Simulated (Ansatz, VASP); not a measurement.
Two plane-wave programs on Hg

```
Hg
1.0
     3.26487    0.00000    0.00000
    -1.63244    2.82746    0.00000
     0.00000    0.00000    5.16367
Hg
2
Direct
  0.33333 0.66667 0.25000
  0.66667 0.33333 0.75000
```

Alike in both runs: functional PBEsol; k mesh 18 × 18 × 8; occupations gaussian, width 0.1 eV; no spin polarisation.

Ansatz relaxed the structure, and its values are those at the end. VASP's run is a single point on that final structure, the one shown.

|  | VASP | Ansatz |
| --- | --- | --- |
| version | VASP 6.6.1 | Ansatz 0.2.0 |
| potentials or method | VASP PAW PBE potentials, release 64 (Hg), cutoff 500 eV | scalar-relativistic, plane waves, PAW |
| valence electrons in the cell | 24 | 40 |

Ansatz gave:

```
gap on the k mesh at the Fermi level (eV) : none
pressure (GPa)                            : 0.0
```

Which values does VASP return?

gap on the k mesh at the Fermi level (eV): none; pressure (GPa): 0.3.

VASP's potentials were made for PBE, not for PBEsol. A gap of «none» marks a metal or a gap that the smearing closes. VASP's potentials hold 24 valence electrons a cell and Ansatz's 40, so a difference there can come from the potentials and not from the codes.

Neither program's run includes spin-orbit coupling.
